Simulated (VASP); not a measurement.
Input of a VASP 6.6.1 run:

Contents of INCAR:

```
  ALGO = Normal
  EDIFF = 1E-6
  ENCUT = 520
  GGA = PE
  ISIF = 2
  ISMEAR = 0
  ISPIN = 2
  LASPH = True
  LCHARG = True
  LELF = True
  LMAXMIX = 4
  LORBIT = 11
  LREAL = False
  LVHAR = True
  LWAVE = False
  MAGMOM = 0 0 0 0 0 0 1
  NBANDS = 23
  NELM = 150
  PREC = Accurate
  SIGMA = 0.1
```

The input KPOINTS:

```
k-points
0
Gamma
  6 6 4
```

File POSCAR:

```
MoH6
1.0
    1.6848448235     -2.7537519856      0.0000000000
    1.6848448235      2.7537519856      0.0000000000
    0.0000000000      0.0000000000      6.7713174728
H Mo
6 1
Direct
    0.3750762485      0.3750762485      0.7331154097
    0.3750762485      0.3750762485      0.2668845903
    0.8401401400      0.1598598600      0.0000000000
    0.1598598600      0.8401401400      0.0000000000
    0.6249237515      0.6249237515      0.7331154097
    0.6249237515      0.6249237515      0.2668845903
    0.5000000000      0.5000000000      0.0000000000
```

Potentials or basis: VASP PAW PBE potentials, release 64 (H, Mo_sv).

Command:

```console
$ cat potpaw_PBE.64/H/POTCAR potpaw_PBE.64/Mo_sv/POTCAR > POTCAR
$ mpirun -np 1 vasp_std > vasp.out
```

Problem. Predict the site moments.

Solution. H -0.00; Mo +0.31 μB.

Problem. What does it give for the largest force?

Solution. 0.076 eV/Å.

Problem. What does it give for the net moment?

Solution. 0.33 μB per cell.

Problem. What does it give for the pressure?

Solution. -0.1 GPa.

Forces in eV/Å, atoms in the order of the input:
```
H   -0.043  0.000  0.063
H   -0.043  0.000 -0.063
H    0.000  0.023  0.000
H    0.000 -0.023  0.000
H    0.043  0.000  0.063
H    0.043  0.000 -0.063
Mo   0.000  0.000  0.000
```

Caveat: the k points lie up to 0.36 Å⁻¹ apart; a moment this small can come from the mesh or the smearing.
